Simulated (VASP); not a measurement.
# CaSe (Pm-3m) in VASP: notebook, part 2 of 2

VASP 6.6.1.

## (3) Dielectric tensor, r2SCAN

The input, INCAR:

```
SYSTEM = CaSe
PREC = Accurate
ENCUT = 520
EDIFF = 1E-8
ISMEAR = 0
SIGMA = 0.01
LREAL = .FALSE.
LASPH = .TRUE.
NELM = 60
ALGO = Normal
ISIF = 2
LWAVE = .FALSE.
LCHARG = .FALSE.
METAGGA = R2SCAN
LMIXTAU = .TRUE.
LCALCEPS = .TRUE.
```

The input, KPOINTS:

```
regular mesh
0
G
  6 6 6
  0 0 0
```

The input, POSCAR:

```
CaSe
1.0
    3.6347849047      0.0000000000      0.0000000000
    0.0000000000      3.6347849047      0.0000000000
    0.0000000000      0.0000000000      3.6347849047
Ca Se
1 1
Direct
    0.0000000000      0.0000000000      0.0000000000
    0.5000000000      0.5000000000      0.5000000000
```

Potentials or basis: VASP PAW PBE potentials, release 64 (Ca_sv, Se).

The run is started by

```
> cat potpaw_PBE.64/Ca_sv/POTCAR potpaw_PBE.64/Se/POTCAR > POTCAR
> mpirun -np 1 vasp_std > vasp.out
```

OUTCAR:

```text
SYSTEM = CaSe
   PREC = Accurate
   ENCUT = 520
   EDIFF = 1E-8
   ISMEAR = 0
   LREAL = .FALSE.
   LASPH = .TRUE.
   NELM = 60
   ISIF = 2
   METAGGA = R2SCAN

 ion  position               nearest neighbor table
   1  0.000  0.000  0.000-
   2  0.500  0.500  0.500-

  LATTYP: Found a simple cubic cell.
 ALAT       =     3.6347849047

  Lattice vectors:

 A1 = (   3.6347849047,   0.0000000000,   0.0000000000)
 A2 = (   0.0000000000,   3.6347849047,   0.0000000000)
 A3 = (   0.0000000000,   0.0000000000,   3.6347849047)

Analysis of symmetry for initial positions (statically):
=====================================================================
 Subroutine PRICEL returns:
 Original cell was already a primitive cell.

 Routine SETGRP: Setting up the symmetry group for a
 simple cubic supercell.

 Subroutine GETGRP returns: Found 48 space group operations
 (whereof 48 operations were pure point group operations)
 out of a pool of 48 trial point group operations.

The static configuration has the point symmetry O_h .

Analysis of symmetry for dynamics (positions and initial velocities):
=====================================================================
 Subroutine PRICEL returns:
 Original cell was already a primitive cell.

 Routine SETGRP: Setting up the symmetry group for a
 simple cubic supercell.

 Subroutine GETGRP returns: Found 48 space group operations
 (whereof 48 operations were pure point group operations)
 out of a pool of 48 trial point group operations.

The dynamic configuration has the point symmetry O_h .

 Subroutine INISYM returns: Found 48 space group operations
 (whereof 48 operations are pure point group operations),
 and found     1 'primitive' translations

----------------------------------------------------------------------------------------

                                     Primitive cell

  volume of cell :      48.0215

  direct lattice vectors                    reciprocal lattice vectors
     3.634784905  0.000000000  0.000000000     0.275119443  0.000000000  0.000000000
     0.000000000  3.634784905  0.000000000     0.000000000  0.275119443  0.000000000
     0.000000000  0.000000000  3.634784905     0.000000000  0.000000000  0.275119443

  length of vectors
     3.634784905  3.634784905  3.634784905     0.275119443  0.275119443  0.275119443

  position of ions in fractional coordinates (direct lattice)
     0.000000000  0.000000000  0.000000000
     0.500000000  0.500000000  0.500000000

  ion indices of the primitive-cell ions
   primitive index   ion index
                 1           1
                 2           2

----------------------------------------------------------------------------------------

 KPOINTS: regular mesh

Automatic generation of k-mesh.
 Grid dimensions read from file:
 generate k-points for:    6    6    6

[... 80 lines left out ...]
  Fermi-wavevector in a.u.,A,eV,Ry     =   1.134931  2.144709 17.525233  1.288068
  Thomas-Fermi vector in A             =   2.271635
   LORBIT       =      0    0 simple, 1 ext, 2 COOP (PROOUT), +10 PAW based schemes
   METAGGA = R2SCAN    functional components
   LHFCALC =     F    Hartree Fock is set to
   AEXX    =    0.0000 exact exchange contribution
   IVDW    =     0    specifies the selected vdW correction
   LEPSILON=     F    determine dielectric tensor
   LRPA    =     F    only Hartree local field effects (RPA)
   LRPA       =     F
 non-spin polarized calculation
 Gauss-broadening in eV      SIGMA  =   0.01
  energy-cutoff  :      520.00
  volume of cell :       48.02
 maximum number of plane-waves:      1328
 NGX is ok and might be reduce to    28
   NGX = 13   NGY = 13   NGZ = 13

 Total electronic dipole moment: p[elc]=(    -0.00000    -0.00000    -0.00000 ) |e| Angst

 Total electronic dipole moment: p[elc]=(     0.01405     0.00000     0.00000 ) |e| Angst

 Total electronic dipole moment: p[elc]=(     0.00000     0.00000    -0.00000 ) |e| Angst

 number of electron      16.0000007 magnetization

 Free energy of the ion-electron system (eV)
  ---------------------------------------------------
  ext. energy  EPLUGINS =         0.00000000
  ---------------------------------------------------
  free energy    TOTEN  =       -25.22020436 eV

  energy without entropy =      -25.22020436  energy(sigma->0) =      -25.22020436

 E-fermi :   4.2008     XC(G=0): -10.0212

 val. band max:        4.0610000964   @ k =   0.5000   0.5000   0.0000
 cond. band min:   10000.0000000000   @ k =   0.0000   0.0000   0.0000
 fundamental gap:   9995.9389999036
 Fermi energy:         4.2007539330

 k-point     1 :       0.0000    0.0000    0.0000
  band No.  band energies     occupation
      1     -38.9402      2.00000
      2     -18.9973      2.00000
      3     -18.9973      2.00000
      4     -18.9973      2.00000
      5      -9.4205      2.00000
      6       3.1756      2.00000
      7       3.1756      2.00000
      8       3.1757      2.00000
      9   10000.0000      0.00000
     10   10000.0000      0.00000
     11   10000.0000      0.00000
     12   10000.0000      0.00000
[... 331 lines left out ...]
 k-point    24 :       0.0000    0.1667    0.1667
  band No.  band energies     occupation
      1     -38.9342      2.00000
      2     -19.0418      2.00000
      3     -19.0318      2.00000
      4     -18.9888      2.00000
      5      -9.0977      2.00000
      6       1.5526      2.00000
      7       2.0147      2.00000
      8       3.1668      2.00000
      9   10000.0000      0.00000
     10   10000.0000      0.00000
     11   10000.0000      0.00000
     12   10000.0000      0.00000

 [... further k-points ...]

------------------------ aborting loop because EDIFF is reached ----------------------------------------

            Ionic dipole moment: p[ion]=(   -10.90435   -10.90435   -10.90435 ) |e| Angst

 Total electronic dipole moment: p[elc]=(    -0.00000    -0.00000     0.01405 ) |e| Angst

 MACROSCOPIC STATIC DIELECTRIC TENSOR (including local field effects)
 ------------------------------------------------------
           6.294386     0.000000    -0.000000
           0.000000     6.294386    -0.000000
           0.000000     0.000000     6.294386
 ------------------------------------------------------

 PIEZOELECTRIC TENSOR (including local field effects) (e Angst)
          XX          YY          ZZ          XY          YZ          ZX
  --------------------------------------------------------------------------------
  x     0.00000     0.00000     0.00000     0.00000     0.00000     0.00000
  y     0.00000     0.00000     0.00000     0.00000     0.00000     0.00000
  z     0.00000     0.00000     0.00000     0.00000     0.00000     0.00000

 PIEZOELECTRIC TENSOR (including local field effects) (C/m^2)
          XX          YY          ZZ          XY          YZ          ZX
  --------------------------------------------------------------------------------
  x     0.00000     0.00000     0.00000     0.00000     0.00000     0.00000
  y     0.00000     0.00000     0.00000     0.00000     0.00000     0.00000
  z     0.00000     0.00000     0.00000     0.00000     0.00000     0.00000

 BORN EFFECTIVE CHARGES (including local field effects) (in |e|, cummulative output)
 ---------------------------------------------------------------------------------
 ion    1
    1     2.72129    -0.00000    -0.00000
    2     0.00000     2.72129     0.00000
    3    -0.00000    -0.00000     2.72129
 ion    2
    1    -2.72129     0.00000     0.00000
    2    -0.00000    -2.72129    -0.00000
    3     0.00000     0.00000    -2.72129

  FORCE on cell =-STRESS in cart. coord.  units (eV):
  Direction    XX          YY          ZZ          XY          YZ          ZX
  --------------------------------------------------------------------------------------
  -------------------------------------------------------------------------------------
  Total        0.0628362      0.0628362      0.0628362      0.0000000      0.0000000     -0.0000000
  in kB        2.0964491      2.0964491      2.0964491      0.0000000      0.0000000     -0.0000000
  external PRESSURE =       2.0964491 kB  Pullay stress =       0.0000000 kB

 VOLUME and BASIS-vectors are now :
 -----------------------------------------------------------------------------
  energy-cutoff  :      520.00
  volume of cell :       48.02
      direct lattice vectors                 reciprocal lattice vectors
     3.634784905  0.000000000  0.000000000     0.275119443  0.000000000  0.000000000
     0.000000000  3.634784905  0.000000000     0.000000000  0.275119443  0.000000000
     0.000000000  0.000000000  3.634784905     0.000000000  0.000000000  0.275119443

 POSITION                                       TOTAL-FORCE (eV/Angst)
 -----------------------------------------------------------------------------------
      0.00000      0.00000      0.00000         0.000000      0.000000      0.000000
      1.81739      1.81739      1.81739         0.000000      0.000000      0.000000
 -----------------------------------------------------------------------------------
    total drift:                                0.000000      0.000000      0.000000

  FREE ENERGIE OF THE ION-ELECTRON SYSTEM (eV)
  ---------------------------------------------------
  free  energy   TOTEN  =       -25.2202043630 eV

  energy  without entropy=      -25.2202043630  energy(sigma->0) =      -25.22020436
```

OSZICAR:

```text
N       E                     dE             d eps       ncg     rms          rms(c)
DAV:   1     0.970334559640E+02    0.97033E+02   -0.79232E+03   480   0.129E+03
DAV:   2    -0.218656875534E+02   -0.11890E+03   -0.11391E+03   524   0.299E+02
[... 13 lines left out ...]
DMP:  16    -0.252202042830E+02   -0.41089E-07   -0.31367E-07   480   0.313E-07   0.906E-07
DMP:  17    -0.252202043115E+02   -0.28515E-07   -0.21918E-07   480   0.218E-07   0.635E-07
DMP:  18    -0.252202043313E+02   -0.19733E-07   -0.15473E-07   480   0.153E-07   0.450E-07
DMP:  19    -0.252202043456E+02   -0.14322E-07   -0.11037E-07   480   0.109E-07   0.321E-07
DMP:  20    -0.252202043558E+02   -0.10159E-07   -0.79666E-08   480   0.789E-08   0.231E-07
DMP:  21    -0.252202043630E+02   -0.72198E-08   -0.57984E-08   480   0.575E-08   0.168E-07
   1 F= -.25220204E+02 E0= -.25220204E+02  d E =-.101904E-88
```

stdout:

```text
POSCAR found type information on POSCAR CaSe
 POSCAR found :  2 types and       2 ions
 scaLAPACK will be used
 -----------------------------------------------------------------------------
|                                                                             |
[... 110 lines left out ...]
 p_tot=( -0.109E+02 -0.109E+02 -0.109E+02 )
dp_tot=( -0.156E-06  0.124E-01 -0.355E-08 )  diag[e(oo)]=(    ---    5.67845    ---   )
 p_tot=( -0.109E+02 -0.109E+02 -0.109E+02 )
dp_tot=( -0.146E-06  0.125E-01 -0.214E-08 )  diag[e(oo)]=(    ---    5.72714    ---   )
 p_tot=( -0.109E+02 -0.109E+02 -0.109E+02 )
dp_tot=( -0.145E-06  0.127E-01 -0.205E-08 )  diag[e(oo)]=(    ---    5.79599    ---   )
 p_tot=( -0.109E+02 -0.109E+02 -0.109E+02 )
dp_tot=( -0.149E-06  0.130E-01 -0.258E-08 )  diag
```

Wall time 64 min (1 thread of Oxide Virtual Turin-like, shared host); peak memory 0.23 GiB.

What came out:

```yaml
Band_gap_on_the_k_mesh: 1.24 eV
Electronic_dielectric_tensor_diagonal: 6.29
Born_charges_mean_of_the_diagonal: Ca +2.72; Se -2.72 e
```

Levels at points of the mesh, in eV from the valence-band top:
```
           k point  band 6  band 7  band 8  band 9  band 10  band 11
(0.00, 0.00, 0.00)   -0.89   -0.89   -0.89    1.52     1.52     2.90
(0.50, 0.00, 0.00)   -4.95   -1.04   -1.04    2.49     5.14     5.28
(0.50, 0.50, 0.00)   -3.64   -3.64    0.00    1.24     3.48     3.62
(0.50, 0.50, 0.50)   -3.77   -3.77   -3.77    4.39     4.39     4.39
```

Electronic dielectric tensor:
```
6.29 0.00 0.00
0.00 6.29 0.00
0.00 0.00 6.29
```

Born effective charge tensors (e):
atom 1, Ca
```
2.72 0.00 0.00
0.00 2.72 0.00
0.00 0.00 2.72
```
atom 2, Se
```
-2.72  0.00  0.00
 0.00 -2.72  0.00
 0.00  0.00 -2.72
```

Dipole moments of the cell (e·Å, modulo the quantum): ionic -10.904, -10.904, -10.904; electronic 0.000, 0.000, 0.014

Caveat: the structure was generated, so it needn't be the stable form of CaSe; the PAW data sets were made with another functional, which shifts forces and pressure a little.

The gap in the log of VASP goes by the Fermi energy; the results here count the filled bands.